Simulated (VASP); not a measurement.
# Mn (Fm-3m) in VASP: single point with LDA

Aim: the single point of Mn with LDA.

All numbers are computed with VASP 6.6.1; they aren't measurements. Logs are shortened: lines on timing, memory, paths and dates and some standing lists are left out, and cuts for length are marked.

## Step 1: The cell of the first run

Symmetry: Fm-3m, No. 225, cubic system. The conventional cell has a = 3.432 Å, b = 3.432 Å, c = 3.432 Å, α = 90.00°, β = 90.00°, γ = 90.00°. Mn (site symmetry m-3m) has 12 Mn at 2.43 Å within 3.2 Å.

## Step 2: Single point, LDA

Input file INCAR:

```
  PREC = Accurate
  ENCUT = 520
  EDIFF = 1E-7
  ISMEAR = -1
  SIGMA = 0.13605693000000002
  LREAL = F
  LASPH = T
  NELM = 80
  ALGO = Normal
  ISIF = 2
  LWAVE = F
  LCHARG = F
  GGA = CA
  NBANDS = 12
```

Input file KPOINTS:

```
regular mesh
0
Gamma
  16 16 16
```

Input file POSCAR:

```
Mn
1.0
    0.0000000000      1.7158268218      1.7158268218
    1.7158268218      0.0000000000      1.7158268218
    1.7158268218      1.7158268218      0.0000000000
Mn
1
Direct
    0.0000000000      0.0000000000      0.0000000000
```

Potentials or basis: VASP PAW LDA potentials, release 64 (Mn_pv).

Run with:

```
$ cat potpaw_LDA.64/Mn_pv/POTCAR > POTCAR
$ mpirun -np 1 vasp_std > vasp.out
```

OUTCAR:

```text
PREC = Accurate
   ENCUT = 520
   EDIFF = 1E-7
   ISMEAR = -1
   LREAL = F
   LASPH = T
   NELM = 80
   ISIF = 2
   GGA = CA

 ion  position               nearest neighbor table
   1  0.000  0.000  0.000-

  LATTYP: Found a face centered cubic cell.
 ALAT       =     3.4316536436

  Lattice vectors:

 A1 = (   0.0000000000,   1.7158268218,   1.7158268218)
 A2 = (   1.7158268218,   0.0000000000,   1.7158268218)
 A3 = (   1.7158268218,   1.7158268218,   0.0000000000)

Analysis of symmetry for initial positions (statically):
=====================================================================
 Subroutine PRICEL returns:
 Original cell was already a primitive cell.

 Routine SETGRP: Setting up the symmetry group for a
 face centered cubic supercell.

 Subroutine GETGRP returns: Found 48 space group operations
 (whereof 48 operations were pure point group operations)
 out of a pool of 48 trial point group operations.

The static configuration has the point symmetry O_h .

Analysis of symmetry for dynamics (positions and initial velocities):
=====================================================================
 Subroutine PRICEL returns:
 Original cell was already a primitive cell.

 Routine SETGRP: Setting up the symmetry group for a
 face centered cubic supercell.

 Subroutine GETGRP returns: Found 48 space group operations
 (whereof 48 operations were pure point group operations)
 out of a pool of 48 trial point group operations.

The dynamic configuration has the point symmetry O_h .

 Subroutine INISYM returns: Found 48 space group operations
 (whereof 48 operations are pure point group operations),
 and found     1 'primitive' translations

----------------------------------------------------------------------------------------

                                     Primitive cell

  volume of cell :      10.1030

  direct lattice vectors                    reciprocal lattice vectors
     0.000000000  1.715826822  1.715826822    -0.291404700  0.291404700  0.291404700
     1.715826822  0.000000000  1.715826822     0.291404700 -0.291404700  0.291404700
     1.715826822  1.715826822  0.000000000     0.291404700  0.291404700 -0.291404700

  length of vectors
     2.426545562  2.426545562  2.426545562     0.504727746  0.504727746  0.504727746

  position of ions in fractional coordinates (direct lattice)
     0.000000000  0.000000000  0.000000000

  ion indices of the primitive-cell ions
   primitive index   ion index
                 1           1

----------------------------------------------------------------------------------------

 KPOINTS: regular mesh

Automatic generation of k-mesh.
 Grid dimensions read from file:
 generate k-points for:   16   16   16

 Generating k-lattice:

  Cartesian coordinates                     Fractional coordinates (reciprocal lattice)
    -0.018212794  0.018212794  0.018212794     0.062500000  0.000000000  0.000000000
     0.018212794 -0.018212794  0.018212794     0.000000000  0.062500000  0.000000000
     0.018212794  0.018212794 -0.018212794     0.000000000  0.000000000  0.062500000

  Length of vectors
     0.031545484  0.031545484  0.031545484

  Shift w.r.t. Gamma in fractional coordinates (k-lattice)
     0.000000000  0.000000000  0.000000000

 Subroutine IBZKPT returns following result:
 ===========================================

 Found    145 irreducible k-points:

 Following reciprocal coordinates:
            Coordinates               Weight
  0.000000  0.000000  0.000000      1.000000
  0.062500  0.000000  0.000000      8.000000
  0.125000  0.000000  0.000000      8.000000
  0.187500  0.000000  0.000000      8.000000
  0.250000  0.000000  0.000000      8.000000
  0.312500  0.000000  0.000000      8.000000
[... 16 lines left out ...]
 -0.125000  0.062500  0.000000     24.000000
 -0.062500  0.062500  0.000000     12.000000
 [... further k-points ...]
   k-points           NKPTS =    145   k-points in BZ     NKDIM =    145   number of bands    NBANDS=     12
   number of dos      NEDOS =    301   number of ions     NIONS =      1
   total plane-waves  NPLWV =   5832
   dimension x,y,z NGX =    18 NGY =   18 NGZ =   18
   dimension x,y,z NGXF=    36 NGYF=   36 NGZF=   36
   ions per type =               1
   NGX,Y,Z   is equivalent  to a cutoff of  12.33, 12.33, 12.33 a.u.
   NGXF,Y,Z  is equivalent  to a cutoff of  24.66, 24.66, 24.66 a.u.
 SYSTEM =  unknown system
   PREC   = accura    normal or accurate (medium, high low for compatibility)
   ISTART =      0    job   : 0-new  1-cont  2-samecut
   ICHARG =      2    charge: 1-file 2-atom 10-const
   ISPIN  =      1    spin polarized calculation?
   LNONCOLLINEAR =      F non collinear calculations
   LSORBIT =      F    spin-orbit coupling
   LASPH  =      T    aspherical Exc in radial PAW
   ENCUT  =  520.0 eV  38.22 Ry    6.18 a.u.   4.51  4.51  4.51*2*pi/ulx,y,z
   NELM   =     80;   NELMIN=  2; NELMDL= -5     # of ELM steps
   EDIFF  = 0.1E-06   stopping-criterion for ELM
   LREAL  =      F    real-space projection
   EDIFFG = 0.1E-05   stopping-criterion for IOM
   NSW    =      0    number of steps for IOM
   IBRION =     -1    ionic relax: 0-MD 1-quasi-New 2-CG
   NFREE  =      0    steps in history (QN), initial steepest desc. (CG)
   ISIF   =      2    stress and relaxation
   ISYM   =      2    0-nonsym 1-usesym 2-fastsym
   POTIM  = 0.5000    time-step for ionic-motion
   TEBEG  =    0.0;   TEEND  =   0.0 temperature during run
   PSTRESS=    0.0 pullay stress
   NELECT =      13.0000    total number of electrons
   NUPDOWN=      -1.0000    fix difference up-down
   EMIN   =  10.00;   EMAX   =-10.00  energy-range for DOS
   EFERMI =   0.00;   METHOD = LEGACY
   ISMEAR =    -1;   SIGMA  =   0.14  broadening in eV -4-tet -1-fermi 0-gaus
   EFERMI_NEDOS =   21; number of points for ismear=-14 and -15
   IALGO  =     38    algorithm
   IMIX   =      4    mixing-type and parameters
     AMIX     =   0.40;   BMIX     =  1.00
     AMIX_MAG =   1.60;   BMIX_MAG =  1.00
  volume/ion in A,a.u.               =      10.10        68.18
  Fermi-wavevector in a.u.,A,eV,Ry     =   1.780625  3.364894 43.138983  3.170626
  Thomas-Fermi vector in A             =   2.845379
   LORBIT       =      0    0 simple, 1 ext, 2 COOP (PROOUT), +10 PAW based schemes
   GGA     = CA    functional components
   LHFCALC =     F    Hartree Fock is set to
   AEXX    =    0.0000 exact exchange contribution
   IVDW    =     0    specifies the selected vdW correction
   LEPSILON=     F    determine dielectric tensor
   LRPA    =     F    only Hartree local field effects (RPA)
 non-spin polarized calculation
  energy-cutoff  :      520.00
  volume of cell :       10.10
 maximum number of plane-waves:       290
 NGX is ok and might be reduce to    18
   NGX =  9   NGY =  9   NGZ =  9

 number of electron      13.0000014 magnetization

 Free energy of the ion-electron system (eV)
  ---------------------------------------------------
  ext. energy  EPLUGINS =         0.00000000
  ---------------------------------------------------
  free energy    TOTEN  =       -10.15502431 eV

  energy without entropy =      -10.06845695  energy(sigma->0) =      -10.11174063

 E-fermi :  11.2001     XC(G=0): -14.7521

 val. band max:       11.1956515766   @ k =   0.3125   0.3125   0.0000
 cond. band min:      11.2198478162   @ k =  -0.1875   0.1250   0.0000
 fundamental gap:      0.0241962397
 Fermi energy:        11.2000710248

 k-point     1 :       0.0000    0.0000    0.0000
  band No.  band energies     occupation
      1     -35.9519      2.00000
      2     -35.9519      2.00000
      3     -35.9519      2.00000
      4       2.7055      2.00000
      5       9.9575      1.99978
      6       9.9575      1.99978
      7       9.9575      1.99978
      8      11.7840      0.02700
      9      11.7840      0.02700
     10      33.0716      0.00000
     11      39.2239      0.00000
     12      39.2239      0.00000

 k-point     2 :       0.0625    0.0000    0.0000
  band No.  band energies     occupation
      1     -35.9896      2.00000
      2     -35.9566      2.00000
      3     -35.9566      2.00000
      4       2.8804      2.00000
      5       9.8802      1.99988
      6      10.0143      1.99967
      7      10.0143      1.99967
      8      11.7534      0.03368
      9      11.7534      0.03368
     10      33.1088      0.00000
     11      37.7125      0.00000
     12      39.2749      0.00000

 k-point     3 :       0.1250    0.0000    0.0000
  band No.  band energies     occupation
      1     -36.0966      2.00000
      2     -35.9700      2.00000
      3     -35.9700      2.00000
      4       3.3866      2.00000
      5       9.6799      1.99997
      6      10.1542      1.99908
      7      10.1542      1.99908
      8      11.6955      0.05109
      9      11.6955      0.05109
     10      32.8413      0.00000
     11      35.4461      0.00000
     12      39.4006      0.00000
[... 286 lines left out ...]
 k-point    23 :      -0.1250    0.0625    0.0000
  band No.  band energies     occupation
      1     -36.1600      2.00000
      2     -36.0049      2.00000
      3     -35.9691      2.00000
      4       3.7642      2.00000
      5       9.5130      1.99999
      6      10.2562      1.99806
      7      10.2629      1.99796
      8      11.4766      0.23172
      9      11.8721      0.01421
     10      32.5272      0.00000
     11      34.4660      0.00000
     12      38.3187      0.00000

 k-point    24 :      -0.0625    0.0625    0.0000
  band No.  band energies     occupation
      1     -36.0426      2.00000
      2     -35.9781      2.00000
      3     -35.9581      2.00000
      4       3.1658      2.00000
      5       9.7431      1.99996
      6      10.0961      1.99940
      7      10.1254      1.99926
      8      11.6183      0.08838
      9      11.8045      0.02325
     10      33.1115      0.00000
     11      36.3409      0.00000
     12      38.4941      0.00000

 [... further k-points ...]
[... 5 lines left out ...]
  --------------------------------------------------------------------------------------
  -------------------------------------------------------------------------------------
  Total        0.0275322      0.0275322      0.0275322     -0.0000000     -0.0000000      0.0000000
  in kB        4.3661696      4.3661696      4.3661696     -0.0000000     -0.0000000      0.0000000
  external PRESSURE =       4.3661696 kB  Pullay stress =       0.0000000 kB

 VOLUME and BASIS-vectors are now :
 -----------------------------------------------------------------------------
  energy-cutoff  :      520.00
  volume of cell :       10.10
      direct lattice vectors                 reciprocal lattice vectors
     0.000000000  1.715826822  1.715826822    -0.291404700  0.291404700  0.291404700
     1.715826822  0.000000000  1.715826822     0.291404700 -0.291404700  0.291404700
     1.715826822  1.715826822  0.000000000     0.291404700  0.291404700 -0.291404700

 POSITION                                       TOTAL-FORCE (eV/Angst)
 -----------------------------------------------------------------------------------
      0.00000      0.00000      0.00000        -0.000000      0.000000      0.000000
 -----------------------------------------------------------------------------------
    total drift:                                0.000000      0.000000      0.000000

  FREE ENERGIE OF THE ION-ELECTRON SYSTEM (eV)
  ---------------------------------------------------
  free  energy   TOTEN  =       -10.1550243119 eV

  energy  without entropy=      -10.0684569483  energy(sigma->0) =      -10.11174063
```

It took 6.1 s on 1 thread of Intel Xeon 6975P-C (Granite Rapids), shared host; peak memory 0.12 GiB.

Results:

- Free energy: -10.1550 eV
- Pressure: 0.4 GPa

Levels at points of the mesh, in eV from the Fermi level:
```
           k point  band 5  band 6  band 7  band 8  band 9  band 10
(0.00, 0.00, 0.00)   -1.24   -1.24   -1.24    0.58    0.58    21.87
(0.50, 0.00, 0.00)   -1.39   -1.39    0.68    1.90    1.90     9.80
(0.50, 0.50, 0.00)   -4.26    1.83    2.25    2.25    3.86    13.13
```

Caveat: the run has no spin polarisation, though such a crystal can be magnetic.
